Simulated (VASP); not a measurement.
NbTe, 2 atoms in the cell. It takes space group P-6m2 (No. 187, hexagonal). Conventional cell: a = 3.601 Å, b = 3.601 Å, c = 3.593 Å, α = 90.00°, β = 90.00°, γ = 120.00°. Nb (site symmetry -6m2) has 6 Te at 2.75 Å and 2 Nb at 3.59 Å within 3.6 Å. Within 3.6 Å of Te (site symmetry -6m2) lie 6 Nb at 2.75 Å and 2 Te at 3.59 Å. 

| Item | Value |
| --- | --- |
| Program | VASP 6.6.1 |
| Task | single point |
| Functional | PBEsol |
| Potentials or basis | VASP PAW PBE potentials, release 64 (Nb_sv, Te) |
| Cutoff | 500 eV |
| k mesh | 7 × 7 × 6 |
| Occupations | fermi-dirac, width 0.1 eV |
| Spin | no spin polarisation |
| Dipole correction | no |
| Further INCAR settings | ALGO = Normal; EDIFF = 1e-06; NBANDS = 16 |

Potentials or basis: VASP PAW PBE potentials, release 64 (Nb_sv, Te).

The run is started by

```console
$ cat potpaw_PBE.64/Nb_sv/POTCAR potpaw_PBE.64/Te/POTCAR > POTCAR
$ mpirun -np 1 vasp_std > vasp.out
```

Hardware: 1 thread of Intel(R) Xeon(R) Platinum 8488C (Sapphire Rapids), with other jobs on the host.

**Question.** Estimate the wall time of this run.

**Answer.** Wall time 12 s on 1 thread of Intel(R) Xeon(R) Platinum 8488C (Sapphire Rapids), on a shared host, peak memory 0.16 GiB. Counts: scf iterations 12, k points 32.
